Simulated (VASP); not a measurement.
# Rh (I4_1/amd) in VASP: further runs

Rh is run at these levels: r2SCAN; tasks: single point, relaxation of cell and atoms.

Program: VASP 6.6.1. These are calculated values, not measurements. Logs are shortened: lines on timing, memory, paths and dates and some standing lists are left out, and cuts for length are marked.

## Step 1: The cell of the first run

It takes space group I4_1/amd (No. 141, tetragonal). Conventional cell: a = 4.699 Å, b = 4.699 Å, c = 2.563 Å, α = 90.00°, β = 90.00°, γ = 90.00°. Rh (site symmetry -4m2) has 10 Rh at 2.44 to 3.04 Å within 3.2 Å.

## Step 2: Single point, r2SCAN

The input, POSCAR:

```
Rh
1.0
   -2.3493979282      2.3493979282      1.2816399384
    2.3493979282     -2.3493979282      1.2816399384
    2.3493979282      2.3493979282     -1.2816399384
Rh
2
Direct
    0.0000000000      0.0000000000      0.0000000000
    0.7500000000      0.2500000000      0.5000000000
```

The input, INCAR.step1:

```
ALGO     = Normal         # electronic algorithm
EDIFF    = 1E-5           # SCF threshold, eV
ENCUT    = 550            # plane-wave cutoff, eV
GGA      = PE             # functional
GGA_COMPAT= False        
ISMEAR   = 0              # smearing method
LASPH    = True           # aspherical terms in the spheres
LCHARG   = False          # write CHGCAR
LREAL    = False          # projectors in reciprocal space
LWAVE    = True           # write WAVECAR
NBANDS   = 22             # bands
NELM     = 120            # most SCF steps
PREC     = Accurate       # precision mode
SIGMA    = 0.1            # smearing width, eV
```

The input, INCAR.step2:

```
ALGO     = Normal         # electronic algorithm
EDIFF    = 1E-6           # SCF threshold, eV
ENCUT    = 550            # plane-wave cutoff, eV
GGA_COMPAT= False        
ISIF     = 2              # what is computed and relaxed
ISMEAR   = 0              # smearing method
ISTART   = 1            
LASPH    = True           # aspherical terms in the spheres
LCHARG   = True           # write CHGCAR
LELF     = True           # ELF
LMIXTAU  = True         
LREAL    = False          # projectors in reciprocal space
LVHAR    = True         
LWAVE    = False          # write WAVECAR
METAGGA  = R2SCAN         # meta-GGA
NBANDS   = 22             # bands
NELM     = 120            # most SCF steps
PREC     = Accurate       # precision mode
SIGMA    = 0.1            # smearing width, eV
```

The input, KPOINTS:

```
k-points
0
Gamma
  8 8 8
```

Potentials or basis: VASP PAW PBE potentials, release 64 (Rh_pv).

Launch:

```console
$ cat potpaw_PBE.64/Rh_pv/POTCAR > POTCAR
$ cp INCAR.step1 INCAR
$ mpirun -np 1 vasp_std > vasp.out
$ cp INCAR.step2 INCAR
$ mpirun -np 1 vasp_std > vasp.out
```

OUTCAR:

```text
EDIFF = 1E-6
   ENCUT = 550
   ISIF = 2
   ISMEAR = 0
   ISTART = 1
   LASPH = True
   LREAL = False
   METAGGA = R2SCAN
   NELM = 120
   PREC = Accurate

 ion  position               nearest neighbor table
   1  0.000  0.000  0.000-   2 2.44   2 2.44   2 2.44   2 2.44   2 3.04   2 3.04   2 3.04   2 3.04

   2  0.750  0.250  0.500-   1 2.44   1 2.44   1 2.44   1 2.44   1 3.04   1 3.04   1 3.04   1 3.04

  LATTYP: Found a body centered tetragonal cell.
 ALAT       =     4.6987958564
 C/A-ratio  =     0.5455184594

  Lattice vectors:

 A1 = (  -2.3493979282,   2.3493979282,   1.2816399384)
 A2 = (   2.3493979282,  -2.3493979282,   1.2816399384)
 A3 = (   2.3493979282,   2.3493979282,  -1.2816399384)

Analysis of symmetry for initial positions (statically):
=====================================================================
 Subroutine PRICEL returns:
 Original cell was already a primitive cell.

 Routine SETGRP: Setting up the symmetry group for a
 body centered tetragonal supercell.

 Subroutine GETGRP returns: Found 16 space group operations
 (whereof  8 operations were pure point group operations)
 out of a pool of 16 trial point group operations.

The static configuration has the point symmetry D_2d.
 The point group associated with its full space group is D_4h.

Analysis of symmetry for dynamics (positions and initial velocities):
=====================================================================
 Subroutine PRICEL returns:
 Original cell was already a primitive cell.

 Routine SETGRP: Setting up the symmetry group for a
 body centered tetragonal supercell.

 Subroutine GETGRP returns: Found 16 space group operations
 (whereof  8 operations were pure point group operations)
 out of a pool of 16 trial point group operations.

The dynamic configuration has the point symmetry D_2d.
 The point group associated with its full space group is D_4h.

 Subroutine INISYM returns: Found 16 space group operations
 (whereof  8 operations are pure point group operations),
 and found     1 'primitive' translations

----------------------------------------------------------------------------------------

                                     Primitive cell

  volume of cell :      28.2969

  direct lattice vectors                    reciprocal lattice vectors
    -2.349397928  2.349397928  1.281639938     0.000000000  0.212820482  0.390125171
     2.349397928 -2.349397928  1.281639938     0.212820482  0.000000000  0.390125171
     2.349397928  2.349397928 -1.281639938     0.212820482  0.212820482  0.000000000

  length of vectors
     3.561171462  3.561171462  3.561171462     0.444398702  0.444398702  0.300973612

  position of ions in fractional coordinates (direct lattice)
     0.000000000  0.000000000  0.000000000
     0.750000000  0.250000000  0.500000000

  ion indices of the primitive-cell ions
   primitive index   ion index
                 1           1
                 2           2

----------------------------------------------------------------------------------------

 KPOINTS: k-points

Automatic generation of k-mesh.
 Grid dimensions read from file:
 generate k-points for:    8    8    8

 Generating k-lattice:

  Cartesian coordinates                     Fractional coordinates (reciprocal lattice)
     0.000000000  0.026602560  0.048765646     0.125000000  0.000000000  0.000000000
     0.026602560  0.000000000  0.048765646     0.000000000  0.125000000  0.000000000
     0.026602560  0.026602560  0.000000000     0.000000000  0.000000000  0.125000000

  Length of vectors
     0.055549838  0.055549838  0.037621702

  Shift w.r.t. Gamma in fractional coordinates (k-lattice)
     0.000000000  0.000000000  0.000000000

 Subroutine IBZKPT returns following result:
 ===========================================

 Found     59 irreducible k-points:

 Following reciprocal coordinates:
            Coordinates               Weight
  0.000000  0.000000  0.000000      1.000000
  0.125000  0.000000  0.000000      8.000000
  0.250000  0.000000  0.000000      8.000000
  0.375000 -0.000000  0.000000      8.000000
  0.500000  0.000000  0.000000      4.000000
  0.125000  0.125000  0.000000      8.000000
[... 16 lines left out ...]
  0.250000  0.125000  0.125000     16.000000
  0.375000  0.125000  0.125000      8.000000
 [... further k-points ...]
   k-points           NKPTS =     59   k-points in BZ     NKDIM =     59   number of bands    NBANDS=     22
   number of dos      NEDOS =    301   number of ions     NIONS =      2
   total plane-waves  NPLWV =  21952
   dimension x,y,z NGX =    28 NGY =   28 NGZ =   28
   dimension x,y,z NGXF=    56 NGYF=   56 NGZF=   56
   ions per type =               2
   NGX,Y,Z   is equivalent  to a cutoff of  13.07, 13.07, 13.07 a.u.
   NGXF,Y,Z  is equivalent  to a cutoff of  26.14, 26.14, 26.14 a.u.
 SYSTEM =  unknown system
   PREC   = accura    normal or accurate (medium, high low for compatibility)
   ISTART =      1    job   : 0-new  1-cont  2-samecut
   ICHARG =      0    charge: 1-file 2-atom 10-const
   ISPIN  =      1    spin polarized calculation?
   LNONCOLLINEAR =      F non collinear calculations
   LSORBIT =      F    spin-orbit coupling
   LASPH  =      T    aspherical Exc in radial PAW
   ENCUT  =  550.0 eV  40.42 Ry    6.36 a.u.   6.81  6.81  6.81*2*pi/ulx,y,z
   NELM   =    120;   NELMIN=  2; NELMDL=  0     # of ELM steps
   EDIFF  = 0.1E-05   stopping-criterion for ELM
   LREAL  =      F    real-space projection
   EDIFFG = 0.1E-04   stopping-criterion for IOM
   NSW    =      0    number of steps for IOM
   IBRION =     -1    ionic relax: 0-MD 1-quasi-New 2-CG
   NFREE  =      0    steps in history (QN), initial steepest desc. (CG)
   ISIF   =      2    stress and relaxation
   ISYM   =      2    0-nonsym 1-usesym 2-fastsym
   POTIM  = 0.5000    time-step for ionic-motion
   TEBEG  =    0.0;   TEEND  =   0.0 temperature during run
   PSTRESS=    0.0 pullay stress
   NELECT =      30.0000    total number of electrons
   NUPDOWN=      -1.0000    fix difference up-down
   EMIN   =  10.00;   EMAX   =-10.00  energy-range for DOS
   EFERMI =   0.00;   METHOD = LEGACY
   ISMEAR =     0;   SIGMA  =   0.10  broadening in eV -4-tet -1-fermi 0-gaus
   EFERMI_NEDOS =   21; number of points for ismear=-14 and -15
   IALGO  =     38    algorithm
   IMIX   =      4    mixing-type and parameters
     AMIX     =   0.40;   BMIX     =  1.00
     AMIX_MAG =   1.60;   BMIX_MAG =  1.00
  volume/ion in A,a.u.               =      14.15        95.48
  Fermi-wavevector in a.u.,A,eV,Ry     =   1.669304  3.154528 37.913681  2.786577
  Thomas-Fermi vector in A             =   2.755000
   LORBIT       =      0    0 simple, 1 ext, 2 COOP (PROOUT), +10 PAW based schemes
   METAGGA = R2SCAN    functional components
   LHFCALC =     F    Hartree Fock is set to
   AEXX    =    0.0000 exact exchange contribution
   IVDW    =     0    specifies the selected vdW correction
   LEPSILON=     F    determine dielectric tensor
   LRPA    =     F    only Hartree local field effects (RPA)
 non-spin polarized calculation
 Gauss-broadening in eV      SIGMA  =   0.10
  energy-cutoff  :      550.00
  volume of cell :       28.30
 maximum number of plane-waves:       842
   NGX = 13   NGY = 13   NGZ = 13

 number of electron      29.9999994 magnetization

 Free energy of the ion-electron system (eV)
  ---------------------------------------------------
  ext. energy  EPLUGINS =         0.00000000
  ---------------------------------------------------
  free energy    TOTEN  =       -47.01590818 eV

  energy without entropy =      -47.00045865  energy(sigma->0) =      -47.00818341

 E-fermi :  11.3227     XC(G=0): -14.7787

 val. band max:       11.3167273477   @ k =  -0.3750   0.3750   0.2500
 cond. band min:      11.3358074482   @ k =   0.5000   0.5000   0.0000
 fundamental gap:      0.0190801005
 Fermi energy:        11.3227192447

 k-point     1 :       0.0000    0.0000    0.0000
  band No.  band energies     occupation
      1     -37.1574      2.00000
      2     -37.1574      2.00000
      3     -36.3069      2.00000
      4     -36.2915      2.00000
      5     -36.2420      2.00000
      6     -36.2420      2.00000
[... 14 lines left out ...]
     21      28.8839      0.00000
     22      29.2920      0.00000

 k-point     2 :       0.1250    0.0000    0.0000
  band No.  band energies     occupation
      1     -37.1492      2.00000
      2     -37.1105      2.00000
      3     -36.4193      2.00000
      4     -36.3946      2.00000
      5     -36.2596      2.00000
      6     -36.2339      2.00000
[... 14 lines left out ...]
     21      29.0277      0.00000
     22      29.3015      0.00000

 k-point     3 :       0.2500    0.0000    0.0000
  band No.  band energies     occupation
      1     -37.1291      2.00000
      2     -37.0080      2.00000
      3     -36.6749      2.00000
      4     -36.6077      2.00000
      5     -36.3331      2.00000
      6     -36.2144      2.00000
[... 14 lines left out ...]
     21      27.9935      0.00000
     22      29.2572      0.00000

 k-point     4 :       0.3750   -0.0000    0.0000
  band No.  band energies     occupation
      1     -37.1087      2.00000
      2     -37.0167      2.00000
      3     -36.9097      2.00000
      4     -36.6856      2.00000
      5     -36.4376      2.00000
      6     -36.1950      2.00000
[... 14 lines left out ...]
     21      27.8291      0.00000
     22      27.9856      0.00000

 k-point     5 :       0.5000    0.0000    0.0000
  band No.  band energies     occupation
      1     -37.1001      2.00000
      2     -37.0892      2.00000
      3     -36.9968      2.00000
      4     -36.6126      2.00000
      5     -36.5237      2.00000
      6     -36.1871      2.00000
[... 417 lines left out ...]
 k-point    22 :       0.1250    0.1250    0.1250
  band No.  band energies     occupation
      1     -37.0388      2.00000
      2     -37.0044      2.00000
      3     -36.6784      2.00000
      4     -36.6120      2.00000
      5     -36.3529      2.00000
      6     -36.2957      2.00000
[... 14 lines left out ...]
     21      27.4608      0.00000
     22      28.4020      0.00000

 k-point    23 :       0.2500    0.1250    0.1250
  band No.  band energies     occupation
      1     -37.0912      2.00000
      2     -36.9719      2.00000
      3     -36.8716      2.00000
      4     -36.6845      2.00000
      5     -36.4410      2.00000
      6     -36.3012      2.00000
[... 14 lines left out ...]
     21      27.7289      0.00000
     22      29.0631      0.00000

 k-point    24 :       0.3750    0.1250    0.1250
  band No.  band energies     occupation
      1     -37.1484      2.00000
      2     -37.0296      2.00000
      3     -36.9041      2.00000
      4     -36.5918      2.00000
      5     -36.5468      2.00000
      6     -36.2940      2.00000
[... 14 lines left out ...]
     21      27.9651      0.00000
     22      28.4227      0.00000

 [... further k-points ...]
[... 5 lines left out ...]
  --------------------------------------------------------------------------------------
  -------------------------------------------------------------------------------------
  Total        2.9242566      2.9242566      5.1579536      0.0000000     -0.0000000      0.0000000
  in kB      165.5719937    165.5719937    292.0443607      0.0000000     -0.0000000      0.0000000
  external PRESSURE =     207.7294494 kB  Pullay stress =       0.0000000 kB

 VOLUME and BASIS-vectors are now :
 -----------------------------------------------------------------------------
  energy-cutoff  :      550.00
  volume of cell :       28.30
      direct lattice vectors                 reciprocal lattice vectors
    -2.349397928  2.349397928  1.281639938     0.000000000  0.212820482  0.390125171
     2.349397928 -2.349397928  1.281639938     0.212820482  0.000000000  0.390125171
     2.349397928  2.349397928 -1.281639938     0.212820482  0.212820482  0.000000000

 POSITION                                       TOTAL-FORCE (eV/Angst)
 -----------------------------------------------------------------------------------
      0.00000      0.00000      0.00000         0.000000     -0.000000     -0.000000
      0.00000      2.34940      0.64082        -0.000000      0.000000      0.000000
 -----------------------------------------------------------------------------------
    total drift:                               -0.000000      0.000000      0.000000

  FREE ENERGIE OF THE ION-ELECTRON SYSTEM (eV)
  ---------------------------------------------------
  free  energy   TOTEN  =       -47.0159081808 eV

  energy  without entropy=      -47.0004586483  energy(sigma->0) =      -47.00818341
```

Wall time 2.8 min (1 thread of Intel Xeon Platinum 8259CL at 2.50GHz (Skylake/Cascade Lake), shared host); peak memory 0.18 GiB.

Results:

* Free energy: -47.0159 eV
* Pressure: 20.8 GPa
* Band gap on the k mesh: zero (band 15 reaches 12.58 eV, above the bottom of band 16 at 10.38 eV)

Caveat: the PAW data sets were made with another functional, which shifts forces and pressure a little.

## Step 3: Single point, r2SCAN

This run uses another cell than the first one, of 15.23 Å³/atom, 1.077 times its volume.

The input, POSCAR:

```
Rh
1.0
   -2.3757139335      2.3757139335      1.3494608256
    2.3757139335     -2.3757139335      1.3494608256
    2.3757139335      2.3757139335     -1.3494608256
Rh
2
Direct
    0.0000000000      0.0000000000      0.0000000000
    0.7500000000      0.2500000000      0.5000000000
```

The input, INCAR.step1:

```
ALGO = Normal
EDIFF = 1E-5
ENCUT = 550
GGA = PE
GGA_COMPAT = F
ISMEAR = 0
LASPH = T
LCHARG = F
LREAL = F
LWAVE = T
NBANDS = 22
NELM = 120
PREC = Accurate
SIGMA = 0.1
```

The input, INCAR.step2:

```
ALGO = Normal
EDIFF = 1E-6
ENCUT = 550
GGA_COMPAT = F
ISIF = 2
ISMEAR = 0
ISTART = 1
LASPH = T
LCHARG = F
LMIXTAU = T
LREAL = F
LWAVE = F
METAGGA = R2SCAN
NBANDS = 22
NELM = 120
PREC = Accurate
SIGMA = 0.1
```

KPOINTS is that of step 2.

Potentials or basis: VASP PAW PBE potentials, release 64 (Rh_pv).

Launch:

```console
$ cat potpaw_PBE.64/Rh_pv/POTCAR > POTCAR
$ cp INCAR.step1 INCAR
$ mpirun -np 1 vasp_std > vasp.out
$ cp INCAR.step2 INCAR
$ mpirun -np 1 vasp_std > vasp.out
```

Wall time 2.5 min (1 thread of Intel Xeon Platinum 8259CL at 2.50GHz (Skylake/Cascade Lake), shared host); peak memory 0.18 GiB.

The run converged. Its results:

- Free energy: -47.1811 eV
- Pressure: 1.0 GPa
- Band gap on the k mesh: zero (band 15 reaches 11.26 eV, above the bottom of band 16 at 9.14 eV)

Stress tensor (GPa, compression positive):
```
1.04 0.00 0.00
0.00 1.04 0.00
0.00 0.00 0.82
```

Levels at points of the mesh, in eV from the Fermi level:
```tsv
k point	band 12	band 13	band 14	band 15	band 16	band 17	band 18	band 19
(0.00, 0.00, 0.00)	-1.14	-1.14	-1.05	-1.05	0.96	2.10	7.34	7.34
(0.50, 0.00, 0.00)	-1.98	-0.76	-0.64	0.47	0.62	2.85	6.48	8.58
(0.50, 0.50, 0.00)	-3.23	-1.22	-1.22	-0.02	-0.02	0.60	0.60	14.00
(0.50, 0.50, 0.50)	-1.43	-0.85	-0.85	-0.72	-0.72	0.55	0.55	7.53
```

Caveat: the PAW data sets were made with another functional, which shifts forces and pressure a little.

(Part 1 of 2 ends here.)
